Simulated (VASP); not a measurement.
A run of VASP 6.6.1:

File INCAR:

```
PREC = Accurate ; ENCUT = 520
EDIFF = 1E-6 ; ISMEAR = 0
SIGMA = 0.15 ; LREAL = F
LASPH = T ; NELM = 150
ALGO = Normal ; ISIF = 2
LWAVE = F ; LCHARG = F
ISPIN = 2 ; MAGMOM = 2.64 0.33
LORBIT = 11 ; LMAXMIX = 4
GGA = PS ; NBANDS = 18
```

KPOINTS

```
regular mesh
0
Gamma
  24 24 24
```

POSCAR

```
CoO
1.0
    1.4583924673      0.8420032836      2.5999915688
   -1.4583924673      0.8420032836      2.5999915688
    0.0000000000     -1.6840065672      2.5999915688
Co O
1 1
Direct
    0.0000000000      0.0000000000      0.0000000000
    0.5000000000      0.5000000000      0.5000000000
```

Potentials or basis: VASP PAW PBE potentials, release 64 (Co, O).

The run is started by

```bash
$ cat potpaw_PBE.64/Co/POTCAR potpaw_PBE.64/O/POTCAR > POTCAR
$ mpirun -np 1 vasp_std > vasp.out
```

Hardware: 1 thread of Oxide Virtual Turin-like Processor, with other jobs on the host.

Task: How long does it take, and how much memory?

Result: Wall time 44 min on 1 thread of Oxide Virtual Turin-like Processor (shared host), peak memory 0.7 GiB. Counts: scf iterations 17, k points 1313.
